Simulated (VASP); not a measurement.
**BN: single point with PBEsol**

The system is BN.

```
B N
1.0
     4.53020    0.00000    0.00000
     0.00000    4.53020    0.00000
     0.00000    0.00000    2.76650
B N
4 4
Direct
  0.17413 0.82587 0.50000
  0.32587 0.32587 0.00000
  0.67413 0.67413 0.00000
  0.82587 0.17413 0.50000
  0.81239 0.81239 0.50000
  0.31239 0.68761 0.00000
  0.68761 0.31239 0.00000
  0.18761 0.18761 0.50000
```

* Program: VASP 6.6.1
* Task: single point
* Functional: PBEsol
* Potentials or basis: VASP PAW PBE potentials, release 64 (B, N)
* Cutoff: 520 eV
* k mesh: 6 × 6 × 10
* Occupations: gaussian, width 0.05 eV
* Spin: no spin polarisation

| Quantity | Value |
| --- | --- |
| Pressure | -40.5 GPa |
| Largest force | 0.117 eV/Å |
| Band gap on the k mesh | 4.61 eV (least direct gap 4.94 eV) |

Forces on the atoms (eV/Å):
```
B   -0.083  0.083  0.000
B    0.083  0.083  0.000
B   -0.083 -0.083  0.000
B    0.083 -0.083  0.000
N    0.056  0.056  0.000
N    0.056 -0.056  0.000
N   -0.056  0.056  0.000
N   -0.056 -0.056  0.000
```

Stress tensor (GPa, compression positive):
```
-27.80   0.00   0.00
  0.00 -27.80   0.00
  0.00   0.00 -66.00
```

Levels at points of the mesh, in eV from the valence-band top:
```csv
k point,band 12,band 13,band 14,band 15,band 16,band 17,band 18,band 19,band 20,band 21
"(0.00, 0.00, 0.00)",-2.45,-0.62,-0.52,0.00,0.00,4.94,6.21,7.37,7.64,7.64
"(0.50, 0.00, 0.00)",-3.02,-1.60,-1.60,-1.25,-1.25,6.05,6.05,7.32,7.32,8.59
"(0.50, 0.50, 0.00)",-3.28,-2.64,-2.64,-2.08,-2.08,6.37,6.37,6.77,6.77,7.31
"(0.00, 0.00, 0.50)",-4.64,-3.66,-3.66,-3.12,-3.12,6.12,6.12,9.58,9.58,10.74
"(0.50, 0.00, 0.50)",-4.24,-3.34,-3.34,-1.78,-1.78,6.29,6.29,8.26,8.26,8.53
"(0.50, 0.50, 0.50)",-3.04,-2.82,-2.82,-2.15,-2.15,5.72,5.72,6.31,6.31,8.06
```

It took 59 s on 1 thread of Intel(R) Xeon(R) Platinum 8488C (Sapphire Rapids) (shared host), peak memory 0.21 GiB.

Caveat: the cell stands under tension; the PAW data sets were made with another functional, which shifts forces and pressure a little. A k mesh can miss the band edges.
